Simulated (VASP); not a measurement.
Runs of VASP 6.6.1 on K. The structure is that of space group P6_3/mmc (No. 194), or close to it. The cells are those of the table. This isn't the form of K at room conditions, which is bcc.

```csv
task,cell,gap on the mesh (eV),pressure (GPa),relaxed volume (Å³/atom)
relaxation of cell and atoms,"relaxed from a = 4.762, b = 4.762, c = 7.830 Å, angles 90.0, 90.0, 120.0°, 2 atoms",none,0.0,69.26
relaxation of shape and atoms at fixed volume,"relaxed from a = 4.560, b = 4.560, c = 7.458 Å, angles 90.0, 90.0, 120.0°, 2 atoms",none,0.1,67.16
relaxation of shape and atoms at fixed volume,"relaxed from a = 4.513, b = 4.513, c = 7.380 Å, angles 90.0, 90.0, 120.0°, 2 atoms",none,0.3,(a)
relaxation of shape and atoms at fixed volume,"relaxed from a = 4.755, b = 4.755, c = 7.777 Å, angles 90.0, 90.0, 120.0°, 2 atoms",none,-0.3,76.16
```

Alike in all rows: level PBE+D3(BJ); potentials or basis VASP PAW PBE potentials, release 64 (K_sv); no spin polarisation; k mesh 12 × 12 × 6; cutoff (eV) 600; smearing gaussian 0.1 eV.

Q: Fill in the values left out.

A: (a) 65.08.

A gap of «none» marks levels without a gap at the run's occupations.
